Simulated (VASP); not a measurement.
# Si2As2O (I4/mmm) in VASP: further runs, part 3 of 3

VASP 6.6.1. Earlier steps stand in the parts before.

## (5) Relaxation of cell and atoms, PBE

The input, INCAR:

```
  ALGO = Normal
  EDIFF = 1E-7
  EDIFFG = -0.04
  ENCUT = 600
  GGA = PE
  IBRION = 2
  ISIF = 3
  ISMEAR = 0
  LASPH = True
  LCHARG = False
  LREAL = False
  LWAVE = False
  NELM = 60
  NSW = 90
  PREC = Accurate
  SIGMA = 0.1
```

The input, KPOINTS:

```
k-points
0
Gamma
  6 6 6
```

The input, POSCAR:

```
Si2As2O
1.0
   -2.0037952000      2.0037952000      4.8810293900
    2.0037952000     -2.0037952000      4.8810293900
    2.0037952000      2.0037952000     -4.8810293900
Si As O
2 2 1
Direct
    0.2500000000      0.7500000000      0.5000000000
    0.7500000000      0.2500000000      0.5000000000
    0.3801606000      0.3801606000      0.0000000000
    0.6198394000      0.6198394000      0.0000000000
    0.0000000000      0.0000000000      0.0000000000
```

Run with:

```
$ cat potpaw_PBE.64/Si/POTCAR potpaw_PBE.64/As/POTCAR potpaw_PBE.64/O/POTCAR > POTCAR
$ mpirun -np 1 vasp_std > vasp.out
```

It took 17 min on 1 thread of Intel Xeon 6975P-C (Granite Rapids), shared host; peak memory 0.38 GiB.

The run converged. Its results:

* Free energy: -22.9867 eV
* Relaxed volume: 15.97 Å³/atom
* Relaxed cell: a = 6.874 Å, b = 6.874 Å, c = 6.874 Å, α = 150.24°, β = 150.24°, γ = 42.59°
* Space group after relaxing (to 0.1 Å): I4/mmm (No. 139)
* Energy gained by relaxing: 268.3 meV/atom
* Ionic steps: 35
* Pressure after relaxing: 0.0 GPa
* Largest force after relaxing: 0.039 eV/Å
* Band gap on the k mesh: zero (bands 12 and 13 overlap by 1.65 eV)

Forces in eV/Å, atoms in the order of the input:
```
Si   0.000  0.000  0.000
Si   0.000  0.000  0.000
As   0.000  0.000  0.039
As   0.000  0.000 -0.039
O    0.000  0.000  0.000
```

Stress tensor (GPa, compression positive):
```
-0.04  0.00  0.00
 0.00 -0.04  0.00
 0.00  0.00  0.17
```

Step by step:
```csv
step,energy change (eV),largest force (eV/Å),pressure (GPa),volume (Å³)
1,0.0000,0.9220,14.16,78.39
2,-0.5674,0.2371,-1.95,95.17
3,-0.5807,0.2480,-0.29,92.42
4,-0.5807,0.2459,-0.48,92.72
5,-0.5949,0.0861,-0.01,92.35
6,-0.5996,0.4380,0.55,91.97
7,-0.6070,0.5357,0.54,92.01
8,-0.6263,0.8025,0.51,92.10
9,-0.6545,1.2302,0.92,92.15
10,-0.6877,1.7057,1.94,91.75
11,-0.6942,1.6844,1.81,91.85
12,-0.7116,1.6235,1.46,92.12
13,-0.7341,1.4957,0.57,92.60
14,-0.7364,1.4350,0.10,92.81
15,-0.7522,1.3889,-0.07,92.79
16,-0.7960,1.2510,-0.55,92.73
17,-0.8675,0.9750,-1.46,92.60
18,-0.9434,0.3826,-2.94,92.28
19,-0.9489,0.1560,-3.34,92.15
20,-0.9923,0.1493,-2.10,89.74
21,-1.0133,0.0970,-0.41,86.91
22,-1.0545,0.2165,-0.31,85.84
23,-1.1847,0.4065,1.02,82.60
24,-1.2452,0.7680,6.09,75.96
25,-1.2675,0.6120,3.69,78.43
26,-1.3038,0.5120,2.62,78.71
27,-1.3309,0.2959,0.40,79.34
28,-1.3318,0.2789,0.64,79.27
29,-1.3315,0.3107,1.21,79.11
30,-1.3323,0.2801,0.84,79.22
31,-1.3373,0.2027,0.47,79.51
32,-1.3411,0.0439,-0.27,80.13
33,-1.3411,0.0585,-0.20,80.08
34,-1.3414,0.0502,-0.11,79.97
35,-1.3416,0.0394,0.03,79.83
```

Final structure:
```
Si As O
1.0
    -1.76528    1.76528    6.40428
     1.76528   -1.76528    6.40428
     1.76528    1.76528   -6.40428
Si As O
2 2 1
Direct
  0.25000 0.75000 0.50000
  0.75000 0.25000 0.50000
  0.39791 0.39791 0.00000
  0.60209 0.60209 0.00000
  0.00000 0.00000 0.00000
```

Levels at points of the mesh, in eV from the Fermi level:
```csv
k point,band 9,band 10,band 11,band 12,band 13,band 14,band 15,band 16
"(0.00, 0.00, 0.00)",-2.15,-1.44,-0.44,-0.11,0.81,0.81,1.06,2.33
"(0.50, 0.00, 0.00)",-1.52,-1.42,-1.15,-0.67,1.36,1.77,1.89,2.03
"(0.50, 0.50, 0.00)",-4.09,-3.52,-1.60,-1.22,-1.05,0.75,2.04,2.51
"(0.50, 0.50, 0.50)",-1.57,-1.48,-1.16,0.09,0.09,0.23,2.56,3.16
```

Caveat: a cell axis changed by over 15 % at a fixed basis, so the end point is rough.

## (6) Relaxation of cell and atoms, PBE

This run uses another cell than the first one, of 17.22 Å³/atom.

The input, INCAR:

```
SYSTEM = Si2As2O
  PREC = Accurate
  ENCUT = 600
  EDIFF = 1E-7
  ISMEAR = 0
  SIGMA = 0.1
  LREAL = .False.
  LASPH = .True.
  NELM = 60
  ALGO = Normal
  ISIF = 3
  LWAVE = .False.
  LCHARG = .False.
  GGA = PE
  IBRION = 2
  NSW = 100
  EDIFFG = -0.01
```

The input, KPOINTS:

```
regular mesh
0
Gamma
  10 10 10
  0 0 0
```

The input, POSCAR:

```
Si2As2O
1.0
   -2.5764993631      2.5764993631      3.2417301289
    2.5764993631     -2.5764993631      3.2417301289
    2.5764993631      2.5764993631     -3.2417301289
Si As O
2 2 1
Direct
    0.2500000000      0.7500000000      0.5000000000
    0.7500000000      0.2500000000      0.5000000000
    0.2932722885      0.2932722885      0.0000000000
    0.7067277115      0.7067277115      0.0000000000
    0.0000000000      0.0000000000      0.0000000000
```

Potentials or basis: VASP PAW PBE potentials, release 64 (Si, As, O).

Run with:

```
$ cat potpaw_PBE.64/Si/POTCAR potpaw_PBE.64/As/POTCAR potpaw_PBE.64/O/POTCAR > POTCAR
$ mpirun -np 1 vasp_std > vasp.out
```

OUTCAR:

```text
SYSTEM = Si2As2O
   PREC = Accurate
   ENCUT = 600
   EDIFF = 1E-7
   ISMEAR = 0
   LREAL = .False.
   LASPH = .True.
   NELM = 60
   ISIF = 3
   GGA = PE
   IBRION = 2
   NSW = 100
   EDIFFG = -0.01

 ion  position               nearest neighbor table
   1  0.250  0.750  0.500-   3 2.59   4 2.59   3 2.59   4 2.59
   2  0.750  0.250  0.500-   3 2.59   4 2.59   3 2.59   4 2.59
   3  0.293  0.293  0.000-   5 1.90   2 2.59   1 2.59   1 2.59   2 2.59   4 2.68
   4  0.707  0.707  0.000-   5 1.90   2 2.59   1 2.59   1 2.59   2 2.59   3 2.68
   5  0.000  0.000  0.000-   3 1.90   4 1.90

  LATTYP: Found a body centered tetragonal cell.
 ALAT       =     5.1529987262
 C/A-ratio  =     1.2581917059

  Lattice vectors:

 A1 = (  -2.5764993631,   2.5764993631,   3.2417301289)
 A2 = (   2.5764993631,  -2.5764993631,   3.2417301289)
 A3 = (   2.5764993631,   2.5764993631,  -3.2417301289)

Analysis of symmetry for initial positions (statically):
=====================================================================
 Subroutine PRICEL returns:
 Original cell was already a primitive cell.

 Routine SETGRP: Setting up the symmetry group for a
 body centered tetragonal supercell.

 Subroutine GETGRP returns: Found 16 space group operations
 (whereof 16 operations were pure point group operations)
 out of a pool of 16 trial point group operations.

The static configuration has the point symmetry D_4h.

Analysis of symmetry for dynamics (positions and initial velocities):
=====================================================================
 Subroutine PRICEL returns:
 Original cell was already a primitive cell.

 Routine SETGRP: Setting up the symmetry group for a
 body centered tetragonal supercell.

 Subroutine GETGRP returns: Found 16 space group operations
 (whereof 16 operations were pure point group operations)
[... 131 lines left out ...]
  Thomas-Fermi vector in A             =   2.205178
   LORBIT       =      0    0 simple, 1 ext, 2 COOP (PROOUT), +10 PAW based schemes
   GGA     = PE    functional components
   LHFCALC =     F    Hartree Fock is set to
   AEXX    =    0.0000 exact exchange contribution
   IVDW    =     0    specifies the selected vdW correction
   LEPSILON=     F    determine dielectric tensor
   LRPA    =     F    only Hartree local field effects (RPA)
 conjugate gradient relaxation of ions
 non-spin polarized calculation
 Gauss-broadening in eV      SIGMA  =   0.10
  energy-cutoff  :      600.00
  volume of cell :       86.08
 maximum number of plane-waves:      2904
   NGX = 19   NGY = 19   NGZ = 19

--------------------------------------- Ionic step        1  -------------------------------------------

 number of electron      24.0000002 magnetization

 Free energy of the ion-electron system (eV)
  ---------------------------------------------------
  ext. energy  EPLUGINS =         0.00000000
  ---------------------------------------------------
  free energy    TOTEN  =       -23.96649103 eV

  energy without entropy =      -23.95367927  energy(sigma->0) =      -23.96008515

------------------------ aborting loop because EDIFF is reached ----------------------------------------

  FORCE on cell =-STRESS in cart. coord.  units (eV):
  Direction    XX          YY          ZZ          XY          YZ          ZX
  --------------------------------------------------------------------------------------
  -------------------------------------------------------------------------------------
  Total        0.1451837      0.1451837      0.4444529      0.0000000     -0.0000000      0.0000000
  in kB        2.7022868      2.7022868      8.2725503      0.0000000     -0.0000000      0.0000000
  external PRESSURE =       4.5590413 kB  Pullay stress =       0.0000000 kB
[... 221 lines left out ...]
--------------------------------------- Ionic step        7  -------------------------------------------

 number of electron      24.0000002 magnetization

 Free energy of the ion-electron system (eV)
  ---------------------------------------------------
  ext. energy  EPLUGINS =         0.00000000
  ---------------------------------------------------
  free energy    TOTEN  =       -23.96913865 eV

  energy without entropy =      -23.95762936  energy(sigma->0) =      -23.96338400

 E-fermi :   5.9025     XC(G=0): -10.2069

 val. band max:        5.9011048059   @ k =   0.3000   0.1000   0.1000
 cond. band min:       5.9074081791   @ k =   0.3000   0.3000   0.2000
 fundamental gap:      0.0063033732
 Fermi energy:         5.9025041953

 k-point     1 :       0.0000    0.0000    0.0000
  band No.  band energies     occupation
      1     -13.2426      2.00000
      2      -6.7727      2.00000
      3      -5.1816      2.00000
      4       0.4956      2.00000
      5       0.9719      2.00000
      6       0.9719      2.00000
[... 433 lines left out ...]
      3      -4.4435      2.00000
      4      -3.0865      2.00000
      5      -1.8185      2.00000
      6       0.1130      2.00000
[... 8 lines left out ...]
     15       7.7991      0.00000
     16       8.7039      0.00000

 [... further k-points ...]
[... 5 lines left out ...]
  --------------------------------------------------------------------------------------
  -------------------------------------------------------------------------------------
  Total        0.0069203      0.0069203     -0.0111136      0.0000000     -0.0000000     -0.0000000
  in kB        0.1286624      0.1286624     -0.2066241      0.0000000     -0.0000000     -0.0000000
  external PRESSURE =       0.0169002 kB  Pullay stress =       0.0000000 kB
[... 20 lines left out ...]
  FREE ENERGIE OF THE ION-ELECTRON SYSTEM (eV)
  ---------------------------------------------------
  free  energy   TOTEN  =       -23.9691386460 eV

  energy  without entropy=      -23.9576293555  energy(sigma->0) =      -23.96338400

 reached required accuracy - stopping structural energy minimisation
```

CONTCAR:

```text
Si2As2O
   1.00000000000000
    -2.5702945357115885    2.5702945357115885    3.2610608539987989
     2.5702945357115885   -2.5702945357115885    3.2610608539987989
     2.5702945357115885    2.5702945357115885   -3.2610608539987989
  Si              As              O
     2     2     1
Direct
     0.2500000000000000    0.7500000000000000    0.5000000000000000
     0.7500000000000000    0.2500000000000000    0.5000000000000000
     0.2954320615680721    0.2954320615680721    0.0000000000000000
     0.7045679384319278    0.7045679384319278    1.0000000000000000
     0.0000000000000000    0.0000000000000000    0.0000000000000000

  0.00000000E+00  0.00000000E+00  0.00000000E+00
  0.00000000E+00  0.00000000E+00  0.00000000E+00
  0.00000000E+00  0.00000000E+00  0.00000000E+00
  0.00000000E+00  0.00000000E+00  0.00000000E+00
  0.00000000E+00  0.00000000E+00  0.00000000E+00
```

It took 5.9 min on 1 thread of Intel Xeon 6975P-C (Granite Rapids), shared host; peak memory 0.38 GiB.

Results:

```yaml
Free_energy: -23.9691 eV
Relaxed_volume: 17.24 Å³/atom
Relaxed_cell: a = 4.883 Å, b = 4.883 Å, c = 4.883 Å, α = 116.48°, β = 116.48°, γ = 96.21°
Space_group_after_relaxing_to_0.1_Å: I4/mmm (No. 139)
Energy_gained_by_relaxing: 0.5 meV/atom
Ionic_steps: 7
Pressure_after_relaxing: 0.0 GPa
Largest_force_after_relaxing: 0.005 eV/Å
Band_gap_on_the_k_mesh: zero (bands 12 and 13 overlap by 2.37 eV)
```

Forces in eV/Å, atoms in the order of the input:
```
Si   0.000  0.000  0.000
Si   0.000  0.000  0.000
As   0.000  0.000  0.005
As   0.000  0.000 -0.005
O    0.000  0.000  0.000
```

Step by step:
```tsv
step	energy change (eV)	largest force (eV/Å)	pressure (GPa)	volume (Å³)
1	0.0000	0.1157	0.46	86.08
2	-0.0016	0.0267	-0.27	86.69
3	-0.0016	0.0352	-0.20	86.63
4	-0.0022	0.0302	-0.14	86.48
5	-0.0026	0.0228	-0.04	86.28
6	-0.0026	0.0217	-0.03	86.25
7	-0.0026	0.0046	0.00	86.18
```

Final structure:
```xyz
5
Lattice="-2.5703 2.5703 3.2611 2.5703 -2.5703 3.2611 2.5703 2.5703 -3.2611" Properties=species:S:1:pos:R:3 pbc="T T T"
Si    2.5703    0.0000    1.6305
Si    0.0000    2.5703    1.6305
As    0.0000    0.0000    1.9268
As    2.5703    2.5703    1.3342
O     0.0000    0.0000    0.0000
```

## (7) Summary

| task | cell | k mesh | cutoff (eV) | gap on the mesh (eV) | pressure (GPa) | relaxed volume (Å³/atom) | largest force (eV/Å) |
| --- | --- | --- | --- | --- | --- | --- | --- |
| single point | a = 5.644 Å, angles 138.4, 138.4, 60.3°, 5 atoms, atomic positions A | 6 × 6 × 6 | 520 | none | 14.2 | - | 0.92 |
| single point | a = 4.877 Å, angles 116.2, 116.2, 96.7°, 5 atoms, atomic positions B | 6 × 6 × 6 | 520 | none | 0.3 | - | 0.03 |
| single point | a = 4.881 Å, angles 116.4, 116.4, 96.4°, 5 atoms, atomic positions C | 10 × 10 × 10 | 520 | none | 0.2 | - | 0.06 |
| relaxation of cell and atoms | relaxed from a = 5.644 Å, angles 138.4, 138.4, 60.3°, 5 atoms, atomic positions A | 6 × 6 × 6 | 600 | none | 0.0 | 15.97 | 0.04 |
| relaxation of cell and atoms | relaxed from a = 4.877 Å, angles 116.2, 116.2, 96.7°, 5 atoms, atomic positions B | 10 × 10 × 10 | 600 | none | 0.0 | 17.24 | - |

Alike in all rows: level PBE; potentials or basis VASP PAW PBE potentials, release 64 (Si, As, O); no spin polarisation; smearing gaussian 0.1 eV.

Caveats: the stress differs along the axes, from 12 to 18 GPa (at least some runs); a cell axis changed by over 15 % at a fixed basis, so the end point is rough (at least some runs).

Absolute energies hang on the potentials; compare differences alone.

The gap in the log of VASP goes by the Fermi energy; the results here count the filled bands.